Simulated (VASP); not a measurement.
# ZnS: single point with PBE

The system is ZnS.

```
CELL_PARAMETERS angstrom
0.06556 2.75964 2.75964
2.75964 0.06556 2.75964
2.75964 2.75964 0.06556
ATOMIC_POSITIONS crystal
Zn 0.00184 0.00184 0.00184
S 0.24816 0.24816 0.24816
```

This cell differs from its parent crystal: strain along [111] +3.6%.

```
Program             : VASP 6.6.1
Task                : single point
Functional          : PBE
Potentials or basis : VASP PAW PBE potentials, release 64 (Zn, S)
Cutoff              : 520 eV
k mesh              : 8 × 8 × 8
Occupations         : fermi-dirac, width 0.02 eV
Spin                : no spin polarisation
```

```json
{"Pressure": "-0.2 GPa", "Largest force": "0.004 eV/Å", "Band gap on the k mesh": "1.91 eV, direct"}
```

Forces in eV/Å, atoms in the order of the input:
```
Zn   0.002  0.002  0.002
S   -0.002 -0.002 -0.002
```

Stress tensor (GPa, compression positive):
```
-0.19 -1.13 -1.13
-1.13 -0.19 -1.13
-1.13 -1.13 -0.19
```

Levels at points of the mesh, in eV from the valence-band top:
```
           k point  band 6  band 7  band 8  band 9  band 10  band 11  band 12  band 13
(0.00, 0.00, 0.00)   -5.83   -0.19    0.00    0.00     1.91     6.08     6.51     6.51
(0.50, 0.00, 0.00)   -5.63   -5.15   -1.00   -0.85     3.10     6.75     6.88     8.72
(0.50, 0.50, 0.00)   -5.63   -4.51   -2.30   -2.06     3.35     4.07    10.63    11.69
(0.50, 0.50, 0.50)   -5.68   -5.24   -0.77   -0.77     3.46     7.08     7.08     8.59
```

Run time: 20 s on 1 thread of Intel(R) Xeon(R) 6975P-C (Granite Rapids), on a shared host, peak memory 0.19 GiB.

Caveat: the cell differs from its parent crystal (strain along [111] +3.6%).
